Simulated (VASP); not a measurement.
A run of VASP 6.6.1:

The input INCAR:

```
PREC     = Accurate       # precision mode
ENCUT    = 520            # plane-wave cutoff, eV
EDIFF    = 1E-6           # SCF threshold, eV
ISMEAR   = 0              # smearing method
SIGMA    = 0.1            # smearing width, eV
LREAL    = False          # projectors in reciprocal space
LASPH    = True           # aspherical terms in the spheres
NELM     = 100            # most SCF steps
ALGO     = Normal         # electronic algorithm
ISIF     = 2              # what is computed and relaxed
LWAVE    = False          # write WAVECAR
LCHARG   = False          # write CHGCAR
GGA      = PE             # functional
NBANDS   = 21             # bands
```

KPOINTS

```
Automatic mesh
0
Gamma
  12 12 4
```

File POSCAR:

```
Al2O
1.0
    3.4222312237      0.0000000000      0.0000000000
    0.0000000000      3.4222312237      0.0000000000
    0.0000000000      0.0000000000      9.2268173150
Al O
4 2
Direct
    0.0000000000      0.0000000000      0.2500000000
    0.0000000000      0.0000000000      0.7500000000
    0.0000000000      0.5000000000      0.5000000000
    0.5000000000      0.0000000000      0.0000000000
    0.5000000000      0.5000000000      0.0000000000
    0.5000000000      0.5000000000      0.5000000000
```

Potentials or basis: VASP PAW PBE potentials, release 64 (Al, O).

Command:

```bash
$ cat potpaw_PBE.64/Al/POTCAR potpaw_PBE.64/O/POTCAR > POTCAR
$ mpirun -np 1 vasp_std > vasp.out
```

Hardware: 1 thread of Intel(R) Xeon(R) Platinum 8488C (Sapphire Rapids) (shared host).

Question: How long does it take, and how much memory?

Answer: It took 2.5 min on 1 thread of Intel(R) Xeon(R) Platinum 8488C (Sapphire Rapids) (shared host), peak memory 0.3 GiB. Counts: scf iterations 15, k points 84.
